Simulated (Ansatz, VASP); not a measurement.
# SiNi: VASP beside Ansatz

INCAR

```
SYSTEM = SiNi
PREC = Accurate ; ENCUT = 520
EDIFF = 1E-6 ; ISMEAR = -1
SIGMA = 0.05 ; LREAL = .False.
LASPH = .True. ; NELM = 150
ALGO = Normal ; ISIF = 2
LWAVE = .False. ; LCHARG = .True.
ISPIN = 2 ; MAGMOM = 1 1 0 0
LORBIT = 11 ; LMAXMIX = 4
GGA = B5 ; ALDAX = 1.0
AGGAX = 1.0 ; AGGAC = 1.0
ALDAC = 0.0 ; LELF = .True.
LVHAR = .True. ; NBANDS = 26
```

Contents of KPOINTS:

```
regular mesh
0
Gamma
  9 8 6
  0 0 0
```

Contents of POSCAR:

```
SiNi
1.0
    2.9029986135      0.0000000000      0.0000000000
    0.0000000000      3.2359913818      0.0000000000
    0.0000000000      0.0000000000      4.6142302706
Ni Si
2 2
Direct
    0.5000000000      0.5000000000      0.3424955900
    0.0000000000      0.0000000000      0.6575044100
    0.5000000000      0.5000000000      0.8431431600
    0.0000000000      0.0000000000      0.1568568400
```

input.yaml

```yaml
crystal:
  lattice:
    - [2.9029986135, 0.0, 0.0]
    - [0.0, 3.2359913818, 0.0]
    - [0.0, 0.0, 4.6142302706]
  atoms:
    - { symbol: Ni, position: [0.5, 0.5, 0.34249559], spin: 1.0 }
    - { symbol: Ni, position: [0.0, 0.0, 0.65750441], spin: 1.0 }
    - { symbol: Si, position: [0.5, 0.5, 0.84314316] }
    - { symbol: Si, position: [0.0, 0.0, 0.15685684] }
hamiltonian:
  xc: blyp
  pseudopotentials: { kind: paw }
magnetization:
  spin_polarized: true
kpoints:
  mp_grid: { grid: [9, 8, 6] }
scf:
  occupations: { method: fermi_dirac, width: 0.05 }
output:
  forces: true
  stress: true
  eigenvalues: true
```

Alike in both runs: task single point; functional BLYP; k mesh 9 × 8 × 6; occupations fermi-dirac, width 0.05 eV; collinear spin.

|  | VASP | Ansatz |
| --- | --- | --- |
| version | VASP 6.6.1 | Ansatz 0.2.0 |
| potentials or method | VASP PAW PBE potentials, release 64 (Ni, Si) | Ansatz PAW |
| plane-wave cutoff (eV) | 520 | 420 |
| valence electrons in the cell | 28 | 44 |

```csv
,VASP,Ansatz,Ansatz less VASP
gap on the k mesh at the Fermi level (eV),none,none,-
pressure (GPa),26.2,25.4,-0.79
"traceless stress, the component that is largest in VASP (GPa)",-0.90,-1.14,-0.237
rms of the force components (eV/Å),0.021,0.022,+0.0014
net moment per atom (μB),0.00,0.00,0.000
```

VASP's potentials were made for PBE, not for BLYP. Atom by atom the forces differ by 0.013 eV/Å (rms over components). A gap of «none» marks a metal or a gap that the smearing closes. VASP's potentials hold 28 valence electrons a cell and Ansatz's 44, so a difference there can come from the potentials and not from the codes.
